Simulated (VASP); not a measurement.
Wanted: the native input for a VASP 6.6.1 run.

* Task: single point
* Functional: PBE
* Potentials or basis: VASP PAW PBE potentials, release 64 (Ba_sv, Zn, H)
* Cutoff: 520 eV
* k mesh: 4 × 4 × 4
* Occupations: gaussian, width 0.1 eV
* Spin: no spin polarisation
* Dipole correction: no
* Further INCAR settings: ALGO = Normal; EDIFF = 1e-06; NBANDS = 22

The structure of BaZnH4 lies in POSCAR:

```
BaZnH4
1.0
    3.7708482636      0.0000000000      0.0000000000
    0.0000000000      3.7708482636      0.0000000000
    0.0000000000      0.0000000000      5.0140062236
Ba Zn H
1 1 4
Direct
    0.5000000000      0.5000000000      0.5000000000
    0.0000000000      0.0000000000      0.0000000000
    0.0000000000      0.0000000000      0.6691446065
    0.5000000000      0.0000000000      0.0000000000
    0.0000000000      0.5000000000      0.0000000000
    0.0000000000      0.0000000000      0.3308553935
```

The input as run:

INCAR

```
PREC = Accurate
ENCUT = 520
EDIFF = 1E-6
ISMEAR = 0
SIGMA = 0.1
LREAL = False
LASPH = True
NELM = 80
ALGO = Normal
ISIF = 2
LWAVE = False
LCHARG = False
GGA = PE
NBANDS = 22
```

KPOINTS

```
regular mesh
0
Gamma
  4 4 4
```

Potentials or basis: VASP PAW PBE potentials, release 64 (Ba_sv, Zn, H).

Run with:

```bash
$ cat potpaw_PBE.64/Ba_sv/POTCAR potpaw_PBE.64/Zn/POTCAR potpaw_PBE.64/H/POTCAR > POTCAR
$ mpirun -np 1 vasp_std > vasp.out
```

Results of the run:

```
Pressure               : 0.7 GPa
Largest force          : 0.013 eV/Å
Band gap on the k mesh : zero (bands 13 and 14 overlap by 0.22 eV)
```

Caveat: the k points lie up to 0.42 Å⁻¹ apart; spin-orbit coupling is left out, which moves the levels of the heavy elements.

It took 24 s on 1 thread of Intel(R) Xeon(R) Platinum 8259CL CPU @ 2.50GHz (Skylake/Cascade Lake) (shared host), peak memory 0.19 GiB.
